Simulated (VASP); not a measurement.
# ZnMo3 (Pm-3m) in VASP: notebook

ZnMo3 is run at these levels: PBE; tasks: single point.

Everything below comes from runs of VASP 6.6.1. Logs are shortened: lines on timing, memory, paths and dates and some standing lists are left out, and cuts for length are marked.

## Step 1: The cell of the first run

The structure is cubic, space group Pm-3m (No. 221). Conventional cell: a = 3.793 Å, b = 3.793 Å, c = 3.793 Å, α = 90.00°, β = 90.00°, γ = 90.00°. Within 3.5 Å of Mo (site symmetry 4/mmm) lie 8 Mo at 2.68 Å and 4 Zn at 2.68 Å. Zn (site symmetry m-3m) has 12 Mo at 2.68 Å within 3.5 Å.

## Step 2: Single point, PBE

Contents of INCAR:

```
SYSTEM = ZnMo3
  PREC = Accurate
  ENCUT = 520
  EDIFF = 1E-6
  ISMEAR = -1
  SIGMA = 0.05
  LREAL = .False.
  LASPH = .True.
  NELM = 60
  ALGO = Fast
  ISIF = 2
  LWAVE = .False.
  LCHARG = .False.
  GGA = PE
  NBANDS = 35
```

Contents of KPOINTS:

```
Automatic mesh
0
Gamma
  7 7 7
  0 0 0
```

Contents of POSCAR:

```
ZnMo3
1.0
    3.7931243220      0.0000000000      0.0000000000
    0.0000000000      3.7931243220      0.0000000000
    0.0000000000      0.0000000000      3.7931243220
Mo Zn
3 1
Direct
    0.5000000000      0.5000000000      0.0000000000
    0.5000000000      0.0000000000      0.5000000000
    0.0000000000      0.5000000000      0.5000000000
    0.0000000000      0.0000000000      0.0000000000
```

Potentials or basis: VASP PAW PBE potentials, release 64 (Mo_sv, Zn).

Run with:

```console
$ cat potpaw_PBE.64/Mo_sv/POTCAR potpaw_PBE.64/Zn/POTCAR > POTCAR
$ mpirun -np 1 vasp_std > vasp.out
```

OUTCAR:

```text
SYSTEM = ZnMo3
   PREC = Accurate
   ENCUT = 520
   EDIFF = 1E-6
   ISMEAR = -1
   LREAL = .False.
   LASPH = .True.
   NELM = 60
   ISIF = 2
   GGA = PE

 ion  position               nearest neighbor table
   1  0.500  0.500  0.000-   2 2.68   3 2.68   4 2.68   2 2.68   3 2.68   2 2.68   4 2.68   2 2.68
                             3 2.68   4 2.68   3 2.68   4 2.68
   2  0.500  0.000  0.500-   1 2.68   3 2.68   4 2.68   1 2.68   4 2.68   1 2.68   3 2.68   1 2.68
                             3 2.68   4 2.68   4 2.68   3 2.68
   3  0.000  0.500  0.500-   1 2.68   2 2.68   4 2.68   1 2.68   4 2.68   2 2.68   4 2.68   4 2.68
                             1 2.68   2 2.68   1 2.68   2 2.68
   4  0.000  0.000  0.000-   1 2.68   2 2.68   3 2.68   2 2.68   3 2.68   1 2.68   3 2.68   3 2.68
                             1 2.68   2 2.68   2 2.68   1 2.68

  LATTYP: Found a simple cubic cell.
 ALAT       =     3.7931243220

  Lattice vectors:

 A1 = (   3.7931243220,   0.0000000000,   0.0000000000)
 A2 = (   0.0000000000,   3.7931243220,   0.0000000000)
 A3 = (   0.0000000000,   0.0000000000,   3.7931243220)

Analysis of symmetry for initial positions (statically):
=====================================================================
 Subroutine PRICEL returns:
 Original cell was already a primitive cell.

 Routine SETGRP: Setting up the symmetry group for a
 simple cubic supercell.

 Subroutine GETGRP returns: Found 48 space group operations
 (whereof 48 operations were pure point group operations)
 out of a pool of 48 trial point group operations.

The static configuration has the point symmetry O_h .

Analysis of symmetry for dynamics (positions and initial velocities):
=====================================================================
 Subroutine PRICEL returns:
 Original cell was already a primitive cell.

 Routine SETGRP: Setting up the symmetry group for a
 simple cubic supercell.

 Subroutine GETGRP returns: Found 48 space group operations
 (whereof 48 operations were pure point group operations)
 out of a pool of 48 trial point group operations.

The dynamic configuration has the point symmetry O_h .

 Subroutine INISYM returns: Found 48 space group operations
 (whereof 48 operations are pure point group operations),
 and found     1 'primitive' translations

----------------------------------------------------------------------------------------
[... 90 lines left out ...]
   ENCUT  =  520.0 eV  38.22 Ry    6.18 a.u.   7.05  7.05  7.05*2*pi/ulx,y,z
   NELM   =     60;   NELMIN=  2; NELMDL= -5     # of ELM steps
   EDIFF  = 0.1E-05   stopping-criterion for ELM
   LREAL  =      F    real-space projection
   EDIFFG = 0.1E-04   stopping-criterion for IOM
   NSW    =      0    number of steps for IOM
   IBRION =     -1    ionic relax: 0-MD 1-quasi-New 2-CG
   NFREE  =      0    steps in history (QN), initial steepest desc. (CG)
   ISIF   =      2    stress and relaxation
   ISYM   =      2    0-nonsym 1-usesym 2-fastsym
   POTIM  = 0.5000    time-step for ionic-motion
   TEBEG  =    0.0;   TEEND  =   0.0 temperature during run
   PSTRESS=    0.0 pullay stress
   NELECT =      54.0000    total number of electrons
   NUPDOWN=      -1.0000    fix difference up-down
   EMIN   =  10.00;   EMAX   =-10.00  energy-range for DOS
   EFERMI =   0.00;   METHOD = LEGACY
   ISMEAR =    -1;   SIGMA  =   0.05  broadening in eV -4-tet -1-fermi 0-gaus
   EFERMI_NEDOS =   21; number of points for ismear=-14 and -15
   IALGO  =     68    algorithm
   IMIX   =      4    mixing-type and parameters
     AMIX     =   0.40;   BMIX     =  1.00
     AMIX_MAG =   1.60;   BMIX_MAG =  1.00
  volume/ion in A,a.u.               =      13.64        92.07
  Fermi-wavevector in a.u.,A,eV,Ry     =   1.631332  3.082770 36.208422  2.661244
  Thomas-Fermi vector in A             =   2.723485
   LORBIT       =      0    0 simple, 1 ext, 2 COOP (PROOUT), +10 PAW based schemes
   GGA     = PE    functional components
   LHFCALC =     F    Hartree Fock is set to
   AEXX    =    0.0000 exact exchange contribution
   IVDW    =     0    specifies the selected vdW correction
   LEPSILON=     F    determine dielectric tensor
   LRPA    =     F    only Hartree local field effects (RPA)
 non-spin polarized calculation
 RMM-DIIS sequential band-by-band and
  energy-cutoff  :      520.00
  volume of cell :       54.57
 maximum number of plane-waves:      1480
   NGX = 15   NGY = 15   NGZ = 15

 number of electron      54.0000000 magnetization

 Free energy of the ion-electron system (eV)
  ---------------------------------------------------
  ext. energy  EPLUGINS =         0.00000000
  ---------------------------------------------------
  free energy    TOTEN  =       -32.62065698 eV

  energy without entropy =      -32.59168578  energy(sigma->0) =      -32.60617138

 E-fermi :  11.9277     XC(G=0): -13.6987

 val. band max:       11.9248079911   @ k =   0.4286   0.4286   0.1429
 cond. band min:      11.9326804278   @ k =   0.2857   0.1429   0.0000
 fundamental gap:      0.0078724367
 Fermi energy:        11.9277184948

 k-point     1 :       0.0000    0.0000    0.0000
  band No.  band energies     occupation
      1     -49.1062      2.00000
      2     -48.6863      2.00000
      3     -48.6863      2.00000
      4     -23.7444      2.00000
      5     -23.7444      2.00000
      6     -23.7444      2.00000
[... 749 lines left out ...]
     34      16.5216      0.00000
     35      16.5253      0.00000

------------------------ aborting loop because EDIFF is reached ----------------------------------------

  FORCE on cell =-STRESS in cart. coord.  units (eV):
  Direction    XX          YY          ZZ          XY          YZ          ZX
  --------------------------------------------------------------------------------------
  -------------------------------------------------------------------------------------
  Total       10.5407727     10.5407727     10.5407727     -0.0000000      0.0000000     -0.0000000
  in kB      309.4509358    309.4509358    309.4509358     -0.0000000      0.0000000     -0.0000000
  external PRESSURE =     309.4509358 kB  Pullay stress =       0.0000000 kB

 VOLUME and BASIS-vectors are now :
 -----------------------------------------------------------------------------
  energy-cutoff  :      520.00
  volume of cell :       54.57
      direct lattice vectors                 reciprocal lattice vectors
     3.793124322  0.000000000  0.000000000     0.263634913  0.000000000  0.000000000
     0.000000000  3.793124322  0.000000000     0.000000000  0.263634913  0.000000000
     0.000000000  0.000000000  3.793124322     0.000000000  0.000000000  0.263634913

 POSITION                                       TOTAL-FORCE (eV/Angst)
 -----------------------------------------------------------------------------------
      1.89656      1.89656      0.00000         0.000000      0.000000      0.000000
      1.89656      0.00000      1.89656         0.000000      0.000000      0.000000
      0.00000      1.89656      1.89656         0.000000      0.000000      0.000000
      0.00000      0.00000      0.00000         0.000000      0.000000      0.000000
 -----------------------------------------------------------------------------------
    total drift:                                0.000000      0.000000      0.000000

  FREE ENERGIE OF THE ION-ELECTRON SYSTEM (eV)
  ---------------------------------------------------
  free  energy   TOTEN  =       -32.6206569752 eV

  energy  without entropy=      -32.5916857776  energy(sigma->0) =      -32.60617138
```

OSZICAR:

```text
N       E                     dE             d eps       ncg     rms          rms(c)
DAV:   1     0.676220341152E+03    0.67622E+03   -0.31625E+04  1448   0.198E+03
DAV:   2     0.536479038139E+01   -0.67086E+03   -0.65547E+03  1445   0.547E+02
DAV:   3    -0.335433292060E+02   -0.38908E+02   -0.37201E+02  1621   0.134E+02
DAV:   4    -0.344814605488E+02   -0.93813E+00   -0.92714E+00  1599   0.187E+01
DAV:   5    -0.344914294773E+02   -0.99689E-02   -0.99653E-02  1550   0.218E+00    0.298E+01
RMM:   6    -0.328597959202E+02    0.16316E+01   -0.46262E+00  1410   0.157E+01    0.123E+01
RMM:   7    -0.326980431371E+02    0.16175E+00   -0.21734E+00  1526   0.103E+01    0.220E+00
RMM:   8    -0.326299305969E+02    0.68113E-01   -0.43393E-01  1692   0.473E+00    0.138E+00
RMM:   9    -0.326231465777E+02    0.67840E-02   -0.85898E-02  1554   0.206E+00    0.718E-01
RMM:  10    -0.326204493401E+02    0.26972E-02   -0.14687E-02  1679   0.732E-01    0.877E-02
RMM:  11    -0.326206894019E+02   -0.24006E-03   -0.49543E-03  1779   0.366E-01    0.140E-01
RMM:  12    -0.326206460700E+02    0.43332E-04   -0.88695E-04  1687   0.220E-01    0.201E-02
RMM:  13    -0.326206559389E+02   -0.98689E-05   -0.21184E-04  1896   0.800E-02    0.130E-02
RMM:  14    -0.326206570152E+02   -0.10763E-05   -0.22218E-05  1767   0.290E-02    0.383E-03
RMM:  15    -0.326206569752E+02    0.40046E-07   -0.30728E-06  1226   0.112E-02
   1 F= -.32620657E+02 E0= -.32606171E+02  d E =-.289712E-01
```

stdout:

```text
POSCAR found type information on POSCAR MoZn
 POSCAR found :  2 types and       4 ions
 scaLAPACK will be used
 LDA part: xc-table for (Slater+PW92), standard interpolation
 POSCAR, INCAR and KPOINTS ok, starting setup
 FFT: planning ... GRIDC
 FFT: planning ... GRID_SOFT
 FFT: planning ... GRID
 WAVECAR not read
 entering main loop
```

Run time: 26 s. Hardware: 1 thread of Intel Xeon Platinum 8559C (Emerald Rapids), shared host; peak memory 0.17 GiB.

Results:

```
Free energy            : -32.6207 eV
Pressure               : 30.9 GPa
Band gap on the k mesh : zero (bands 27 and 28 overlap by 1.60 eV)
```

Caveat: the cell stands under pressure.

(Continued in part 2 of 3.)
